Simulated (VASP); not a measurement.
# TiO2 (I4_1/amd) in VASP: notebook, part 2 of 2

VASP 6.6.1. The steps go on from the part before.

## 5. Single point, PBE+U

This run uses another cell than the first one, of 11.58 Å³/atom.

INCAR

```
SYSTEM = TiO2
PREC = Accurate
ENCUT = 520
EDIFF = 1E-7
ISMEAR = 0
SIGMA = 0.05
LREAL = .FALSE.
LASPH = .TRUE.
NELM = 150
ALGO = Normal
ISIF = 2
LWAVE = .FALSE.
LCHARG = .TRUE.
LMAXMIX = 4
LDAU = .TRUE.
LDAUTYPE = 2
LDAUL = 2 -1
LDAUU = 4 0
LDAUJ = 0 0
LDAUPRINT = 1
GGA = PE
LELF = .TRUE.
LVHAR = .TRUE.
NBANDS = 33
```

KPOINTS

```
regular mesh
0
G
  8 8 8
  0 0 0
```

POSCAR

```
TiO2
1.0
   -1.8132000000      1.8132000000      5.2811000000
    1.8132000000     -1.8132000000      5.2811000000
    1.8132000000      1.8132000000     -5.2811000000
Ti O
2 4
Direct
    0.0000000000      0.0000000000      0.0000000000
    0.7500000000      0.2500000000      0.5000000000
    0.2052277854      0.2052277854      0.0000000000
    0.9552277854      0.4552277854      0.5000000000
    0.5447722146      0.0447722146      0.5000000000
    0.7947722146      0.7947722146      0.0000000000
```

Potentials or basis: VASP PAW PBE potentials, release 64 (Ti_sv, O).

The run is started by

```
> cat potpaw_PBE.64/Ti_sv/POTCAR potpaw_PBE.64/O/POTCAR > POTCAR
> mpirun -np 1 vasp_std > vasp.out
```

OUTCAR:

```text
SYSTEM = TiO2
   PREC = Accurate
   ENCUT = 520
   EDIFF = 1E-7
   ISMEAR = 0
   LREAL = .FALSE.
   LASPH = .TRUE.
   NELM = 150
   ISIF = 2
   GGA = PE

 ion  position               nearest neighbor table
   1  0.000  0.000  0.000-   5 1.87   4 1.87   5 1.87   4 1.87   3 2.17   6 2.17
   2  0.750  0.250  0.500-   6 1.87   3 1.87   6 1.87   3 1.87   4 2.17   5 2.17
   3  0.205  0.205  0.000-   2 1.87   2 1.87   1 2.17
   4  0.955  0.455  0.500-   1 1.87   1 1.87   2 2.17
   5  0.545  0.045  0.500-   1 1.87   1 1.87   2 2.17
   6  0.795  0.795  0.000-   2 1.87   2 1.87   1 2.17

[... 1143 lines left out ...]
  -------------------------------------------------------------------------------------
  Total       10.3613330     10.3613330     -2.2395814      0.0000000      0.0000000      0.0000000
  in kB      239.0288994    239.0288994    -51.6656190      0.0000000      0.0000000      0.0000000
  external PRESSURE =     142.1307266 kB  Pullay stress =       0.0000000 kB

 VOLUME and BASIS-vectors are now :
 -----------------------------------------------------------------------------
  energy-cutoff  :      520.00
  volume of cell :       69.45
      direct lattice vectors                 reciprocal lattice vectors
    -1.813200000  1.813200000  5.281100000     0.000000000  0.275755570  0.094677245
     1.813200000 -1.813200000  5.281100000     0.275755570  0.000000000  0.094677245
     1.813200000  1.813200000 -5.281100000     0.275755570  0.275755570  0.000000000

 POSITION                                       TOTAL-FORCE (eV/Angst)
 -----------------------------------------------------------------------------------
      0.00000      0.00000      0.00000        -0.000000     -0.000000     -0.000000
      0.00000      1.81320      2.64055        -0.000000     -0.000000     -0.000000
      0.00000      0.00000      2.16766         0.000000      0.000000     -1.098081
     -0.00000      1.81320      4.80821         0.000000      0.000000     -1.098081
      0.00000      1.81320      0.47289         0.000000      0.000000      1.098081
      0.00000      0.00000      8.39454        -0.000000     -0.000000      1.098081
 -----------------------------------------------------------------------------------
    total drift:                                0.000000     -0.000000     -0.000000

  FREE ENERGIE OF THE ION-ELECTRON SYSTEM (eV)
  ---------------------------------------------------
  free  energy   TOTEN  =       -47.8211820209 eV

  energy  without entropy=      -47.8211820209  energy(sigma->0) =      -47.82118202
```

OSZICAR:

```text
N       E                     dE             d eps       ncg     rms          rms(c)
DAV:   1     0.671909776520E+03    0.67191E+03   -0.24143E+04  3894   0.169E+03
DAV:   2     0.331850095479E+02   -0.63872E+03   -0.59750E+03  4289   0.509E+02
DAV:   3    -0.619952818996E+02   -0.95180E+02   -0.93839E+02  5442   0.189E+02
DAV:   4    -0.669173807119E+02   -0.49221E+01   -0.49093E+01  5874   0.417E+01
DAV:   5    -0.670912749626E+02   -0.17389E+00   -0.17386E+00  5056   0.614E+00    0.333E+01
DAV:   6    -0.472871046979E+02    0.19804E+02   -0.82724E+01  5575   0.916E+01    0.962E+00
DAV:   7    -0.478803775083E+02   -0.59327E+00   -0.12203E+01  5152   0.243E+01    0.821E+00
DAV:   8    -0.477833378792E+02    0.97040E-01   -0.10772E+00  5554   0.988E+00    0.299E+00
DAV:   9    -0.478282715690E+02   -0.44934E-01   -0.28993E-01  4975   0.350E+00    0.119E+00
DAV:  10    -0.478276927358E+02    0.57883E-03   -0.75970E-02  5149   0.170E+00    0.856E-01
DAV:  11    -0.478217189460E+02    0.59738E-02   -0.25036E-02  5273   0.201E+00    0.178E-01
DAV:  12    -0.478212985042E+02    0.42044E-03   -0.37077E-03  5201   0.734E-01    0.106E-01
DAV:  13    -0.478211864742E+02    0.11203E-03   -0.24787E-04  5343   0.151E-01    0.298E-02
DAV:  14    -0.478211808126E+02    0.56616E-05   -0.67822E-05  5745   0.691E-02    0.132E-02
DAV:  15    -0.478211821568E+02   -0.13442E-05   -0.10970E-05  4709   0.232E-02    0.444E-03
DAV:  16    -0.478211818121E+02    0.34462E-06   -0.92714E-07  5338   0.893E-03    0.194E-03
DAV:  17    -0.478211820208E+02   -0.20867E-06   -0.18950E-07  3106   0.320E-03    0.228E-03
DAV:  18    -0.478211820209E+02   -0.11823E-09   -0.17392E-07  3537   0.444E-03
   1 F= -.47821182E+02 E0= -.47821182E+02  d E =-.682863E-30
```

Wall time 3.4 min (1 thread of Intel Xeon 6975P-C (Granite Rapids), shared host); peak memory 0.37 GiB.

What came out:

- Free energy: -47.8212 eV
- Pressure: 14.2 GPa
- Largest force: 1.098 eV/Å
- Band gap on the k mesh: 2.90 eV (least direct gap 3.25 eV)

Forces in eV/Å, atoms in the order of the input:
```
Ti   0.000  0.000  0.000
Ti   0.000  0.000  0.000
O    0.000  0.000 -1.098
O    0.000  0.000 -1.098
O    0.000  0.000  1.098
O    0.000  0.000  1.098
```

Eigenvalues of the final occupation matrices:
```csv
site,spin,trace,eigenvalues
site 1 d,1,0.84,0.12 0.12 0.13 0.19 0.29
site 1 d,2,0.84,0.12 0.12 0.13 0.19 0.29
site 2 d,1,0.84,0.12 0.12 0.13 0.19 0.29
site 2 d,2,0.84,0.12 0.12 0.13 0.19 0.29
```

Caveat: the cell stands under pressure; forces of over 1 eV/Å act on the atoms, so gaps and moduli don't describe the material at rest.

## 6. The runs side by side

| cell | gap on the mesh (eV) | pressure (GPa) | largest force (eV/Å) |
| --- | --- | --- | --- |
| a = 5.658 Å, angles 141.9, 141.9, 54.9°, 6 atoms | 2.85 | 14.6 | 0.41 |
| a = 5.564 Å, angles 140.6, 140.6, 57.0°, 6 atoms | 2.79 | 11.9 | 0.11 |
| a = 5.472 Å, angles 139.2, 139.2, 59.1°, 6 atoms | 2.77 | 10.9 | 0.73 |
| a = 5.871 Å, angles 144.0, 144.0, 51.8°, 6 atoms | 2.90 | 14.2 | 1.10 |

Alike in all rows: task single point; level PBE+U; potentials or basis VASP PAW PBE potentials, release 64 (Ti_sv, O); no spin polarisation; Ti d U = 4.0 eV; k mesh 8 × 8 × 8; cutoff (eV) 520; smearing gaussian 0.05 eV.

Caveats: the cell stands under pressure; forces of over 1 eV/Å act on the atoms, so gaps and moduli don't describe the material at rest (at least some runs).

Total energies depend on the potentials used, so only differences within one code and one set of settings carry meaning.
